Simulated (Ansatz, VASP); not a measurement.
# CsI in VASP and in Ansatz

Contents of POSCAR:

```
CsI
1.0
    4.5667000000      0.0000000000      0.0000000000
    0.0000000000      4.5667000000      0.0000000000
    0.0000000000      0.0000000000      4.5667000000
Cs I
1 1
Direct
    0.0000000000      0.0000000000      0.0000000000
    0.5000000000      0.5000000000      0.5000000000
```

Contents of INCAR.step1:

```
ALGO = Normal
EDIFF = 1E-5
ENCUT = 550
GGA = PE
GGA_COMPAT = F
ISMEAR = 0
LASPH = T
LCHARG = F
LREAL = F
LWAVE = T
NBANDS = 15
NELM = 120
PREC = Accurate
SIGMA = 0.05
```

File INCAR.step2:

```
ALGO = Normal
EDIFF = 1E-6
ENCUT = 550
GGA_COMPAT = F
ISIF = 2
ISMEAR = 0
ISTART = 1
LASPH = T
LCHARG = F
LMIXTAU = T
LREAL = F
LWAVE = F
METAGGA = R2SCAN
NBANDS = 15
NELM = 120
PREC = Accurate
SIGMA = 0.05
```

KPOINTS

```
k-points
0
Gamma
  6 6 6
```

Input for Ansatz:

```yaml
crystal:
  lattice:
    - [4.5667, 0.0, 0.0]
    - [0.0, 4.5667, 0.0]
    - [0.0, 0.0, 4.5667]
  atoms:
    - { symbol: Cs, position: [0.0, 0.0, 0.0] }
    - { symbol: I, position: [0.5, 0.5, 0.5] }
basis:
  ecutwfc: 500
kpoints:
  mp_grid: { grid: [6, 6, 6] }
hamiltonian:
  xc: r2scan
scf:
  occupations: { method: gaussian, width: 0.05 }
output:
  forces: true
  stress: true
  eigenvalues: true
  write_density: true
  write_potential: true
  elf: true
  volumetric_format: npy
```

Alike in both runs: task single point; functional r2SCAN; k mesh 6 × 6 × 6; occupations gaussian, width 0.05 eV; no spin polarisation.

|  | VASP | Ansatz |
| --- | --- | --- |
| version | VASP 6.6.1 | Ansatz 0.2.0 |
| potentials or method | VASP PAW PBE potentials, release 64 (Cs_sv, I), cutoff 550 eV | scalar-relativistic, plane waves, PAW |
| valence electrons in the cell | 16 | 26 |

```csv
,VASP,Ansatz,Ansatz less VASP
gap on the k mesh at the Fermi level (eV),4.60,4.62,+0.019
least direct gap on the mesh (eV),4.69,4.70,+0.016
pressure (GPa),0.4,0.4,-0.04
```

VASP's potentials were made for PBE, not for r2SCAN. VASP's potentials hold 16 valence electrons a cell and Ansatz's 26, so a difference there can come from the potentials and not from the codes.

Spin-orbit coupling is off throughout.
